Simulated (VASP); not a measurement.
# Pt (Fm-3m) in VASP: notebook, part 2 of 3

VASP 6.6.1. The steps go on from the part before.

**5. Single point, LDA+U**

This run uses another cell than the first one, of 14.43 Å³/atom, 0.957 times its volume.

File INCAR:

```
ALGO = Normal
EDIFF = 1E-6
ENCUT = 520
ISIF = 2
ISMEAR = -1
LASPH = T
LCHARG = T
LDAU = T
LDAUJ = 0
LDAUL = 2
LDAUPRINT = 1
LDAUTYPE = 2
LDAUU = 3.5
LELF = T
LMAXMIX = 4
LREAL = F
LVHAR = T
LWAVE = F
NBANDS = 11
NELM = 150
PREC = Accurate
SIGMA = 0.15
```

File KPOINTS:

```
k-points
0
Gamma
  12 12 12
```

File POSCAR:

```
Pt
1.0
    0.0000000000      1.9322674711      1.9322674711
    1.9322674711      0.0000000000      1.9322674711
    1.9322674711      1.9322674711      0.0000000000
Pt
1
Direct
    0.0000000000      0.0000000000      0.0000000000
```

Potentials or basis: VASP PAW LDA potentials, release 64 (Pt).

Command:

```console
$ cat potpaw_LDA.64/Pt/POTCAR > POTCAR
$ mpirun -np 1 vasp_std > vasp.out
```

OUTCAR:

```text
EDIFF = 1E-6
   ENCUT = 520
   ISIF = 2
   ISMEAR = -1
   LASPH = T
   LREAL = F
   NELM = 150
   PREC = Accurate

 ion  position               nearest neighbor table
   1  0.000  0.000  0.000-

  LATTYP: Found a face centered cubic cell.
 ALAT       =     3.8645349422

  Lattice vectors:

 A1 = (   0.0000000000,   1.9322674711,   1.9322674711)
 A2 = (   1.9322674711,   0.0000000000,   1.9322674711)
 A3 = (   1.9322674711,   1.9322674711,   0.0000000000)

Analysis of symmetry for initial positions (statically):
=====================================================================
 Subroutine PRICEL returns:
 Original cell was already a primitive cell.

 Routine SETGRP: Setting up the symmetry group for a
 face centered cubic supercell.

 Subroutine GETGRP returns: Found 48 space group operations
 (whereof 48 operations were pure point group operations)
 out of a pool of 48 trial point group operations.

The static configuration has the point symmetry O_h .

Analysis of symmetry for dynamics (positions and initial velocities):
=====================================================================
 Subroutine PRICEL returns:
 Original cell was already a primitive cell.

 Routine SETGRP: Setting up the symmetry group for a
 face centered cubic supercell.

 Subroutine GETGRP returns: Found 48 space group operations
 (whereof 48 operations were pure point group operations)
 out of a pool of 48 trial point group operations.

The dynamic configuration has the point symmetry O_h .

 Subroutine INISYM returns: Found 48 space group operations
 (whereof 48 operations are pure point group operations),
 and found     1 'primitive' translations
[... 162 lines left out ...]
  o =  0.8145  v =  0.0000  0.0000  0.0000  0.0000  0.0000  0.0000 -0.1493 -0.0000  0.9888 -0.0000      0.0000  0.0000  0.0000  0.0000  0.0000  0.0000  0.0000  0.0000  0.0000  0.0000
  o =  0.8145  v =  0.0000 -0.1493 -0.0000  0.9888 -0.0000  0.0000  0.0000  0.0000  0.0000  0.0000      0.0000  0.0000  0.0000  0.0000  0.0000  0.0000  0.0000  0.0000  0.0000  0.0000
  o =  0.8891  v =  0.0000  0.0000  0.0000  0.0000  0.0000  0.0000 -0.0000 -0.9982 -0.0000  0.0593      0.0000  0.0000  0.0000  0.0000  0.0000  0.0000  0.0000  0.0000  0.0000  0.0000
  o =  0.8891  v =  0.0000 -0.0000 -0.9982 -0.0000  0.0593  0.0000  0.0000  0.0000  0.0000  0.0000      0.0000  0.0000  0.0000  0.0000  0.0000  0.0000  0.0000  0.0000  0.0000  0.0000
  o =  0.8891  v =  0.0000  0.0000  0.0000  0.0000  0.0000  0.0000  0.0000  0.0593  0.0000  0.9982      0.0000  0.0000  0.0000  0.0000  0.0000  0.0000  0.0000  0.0000  0.0000  0.0000
  o =  0.8891  v =  0.0000  0.0000  0.0593  0.0000  0.9982  0.0000  0.0000  0.0000  0.0000  0.0000      0.0000  0.0000  0.0000  0.0000  0.0000  0.0000  0.0000  0.0000  0.0000  0.0000

 number of electron       9.9999999 magnetization

 Free energy of the ion-electron system (eV)
  ---------------------------------------------------
  ext. energy  EPLUGINS =         0.00000000
  ---------------------------------------------------
  free energy    TOTEN  =        -5.09244502 eV

  energy without entropy =       -5.00349074  energy(sigma->0) =       -5.04796788

 E-fermi :  11.0761     XC(G=0): -13.9066

 val. band max:       11.0537104523   @ k =  -0.4167   0.3333   0.0833
 cond. band min:      11.0884242604   @ k =  -0.2500   0.4167   0.1667
 fundamental gap:      0.0347138080
 Fermi energy:        11.0761066675

 k-point     1 :       0.0000    0.0000    0.0000
  band No.  band energies     occupation
      1       1.2702      2.00000
      2       6.9185      2.00000
      3       6.9185      2.00000
      4       6.9185      2.00000
      5       9.0418      2.00000
      6       9.0418      2.00000
      7      26.4992      0.00000
      8      31.6667      0.00000
      9      31.6667      0.00000
     10      31.6667      0.00000
     11      37.2313      0.00000
[... 309 lines left out ...]
 k-point    24 :      -0.4167    0.1667    0.0000
  band No.  band energies     occupation
      1       4.2994      2.00000
      2       6.1309      2.00000
      3       7.4594      2.00000
      4       8.2339      2.00000
      5      10.6769      1.86940
      6      14.6861      0.00000
      7      17.9824      0.00000
      8      26.6853      0.00000
      9      29.0011      0.00000
     10      30.6868      0.00000
     11      38.6173      0.00000

 [... further k-points ...]
[... 5 lines left out ...]
  --------------------------------------------------------------------------------------
  -------------------------------------------------------------------------------------
  Total       -0.4628112     -0.4628112     -0.4628112      0.0000000      0.0000000     -0.0000000
  in kB      -51.3904862    -51.3904862    -51.3904862      0.0000000      0.0000000     -0.0000000
  external PRESSURE =     -51.3904862 kB  Pullay stress =       0.0000000 kB

 VOLUME and BASIS-vectors are now :
 -----------------------------------------------------------------------------
  energy-cutoff  :      520.00
  volume of cell :       14.43
      direct lattice vectors                 reciprocal lattice vectors
     0.000000000  1.932267471  1.932267471    -0.258763348  0.258763348  0.258763348
     1.932267471  0.000000000  1.932267471     0.258763348 -0.258763348  0.258763348
     1.932267471  1.932267471  0.000000000     0.258763348  0.258763348 -0.258763348

 POSITION                                       TOTAL-FORCE (eV/Angst)
 -----------------------------------------------------------------------------------
      0.00000      0.00000      0.00000         0.000000      0.000000      0.000000
 -----------------------------------------------------------------------------------
    total drift:                                0.000000      0.000000      0.000000

  FREE ENERGIE OF THE ION-ELECTRON SYSTEM (eV)
  ---------------------------------------------------
  free  energy   TOTEN  =        -5.0924450214 eV

  energy  without entropy=       -5.0034907447  energy(sigma->0) =       -5.04796788
```

OSZICAR:

```text
N       E                     dE             d eps       ncg     rms          rms(c)
DAV:   1     0.422514076490E+02    0.42251E+02   -0.54341E+03  1624   0.847E+02
DAV:   2    -0.480681562896E+01   -0.47058E+02   -0.45633E+02  1803   0.180E+02
DAV:   3    -0.540040338206E+01   -0.59359E+00   -0.58966E+00  1847   0.197E+01
DAV:   4    -0.540252740672E+01   -0.21240E-02   -0.21238E-02  1824   0.136E+00
DAV:   5    -0.540254278080E+01   -0.15374E-04   -0.15374E-04  1860   0.107E-01    0.176E+01
DAV:   6    -0.511881824430E+01    0.28372E+00   -0.67134E-01  1695   0.638E+00    0.863E+00
DAV:   7    -0.509344480922E+01    0.25373E-01   -0.12298E-01  1755   0.251E+00    0.253E+00
DAV:   8    -0.509252496124E+01    0.91985E-03   -0.11018E-02  1737   0.996E-01    0.419E-01
DAV:   9    -0.509239686474E+01    0.12810E-03   -0.12138E-04  1830   0.107E-01    0.620E-02
DAV:  10    -0.509244445199E+01   -0.47587E-04   -0.88751E-05  1695   0.672E-02    0.158E-02
DAV:  11    -0.509244502145E+01   -0.56945E-06   -0.90848E-07  1256   0.820E-03
   1 F= -.50924450E+01 E0= -.50479679E+01  d E =-.889543E-01
```

stdout:

```text
POSCAR found type information on POSCAR Pt
 POSCAR found :  1 types and       1 ions
 scaLAPACK will be used
 LDA part: xc-table for (Slater(with rela. corr.)+CA(PZ))
 , standard interpolation
 POSCAR, INCAR and KPOINTS ok, starting setup
 FFT: planning ... GRIDC
 FFT: planning ... GRID_SOFT
 FFT: planning ... GRID
 WAVECAR not read
 entering main loop
```

Wall time 5.4 s (1 thread of Intel Xeon 6975P-C, shared host); peak memory 0.13 GiB.

Results:

```yaml
Free_energy: -5.0924 eV
Pressure: -5.1 GPa
Band_gap_on_the_k_mesh: zero (band 5 reaches 11.61 eV, above the bottom of band 6 at 8.95 eV)
```

Eigenvalues of the final occupation matrices:
```tsv
site	spin	trace	eigenvalues
site 1 d	1	4.22	0.81 0.81 0.81 0.89 0.89
site 1 d	2	4.22	0.81 0.81 0.81 0.89 0.89
```

Caveat: spin-orbit coupling is left out, which moves the levels of the heavy elements; U without spin polarisation on a metal has little footing; the U is typed as a test and isn't derived for this compound.

[end of part 2 of 3]
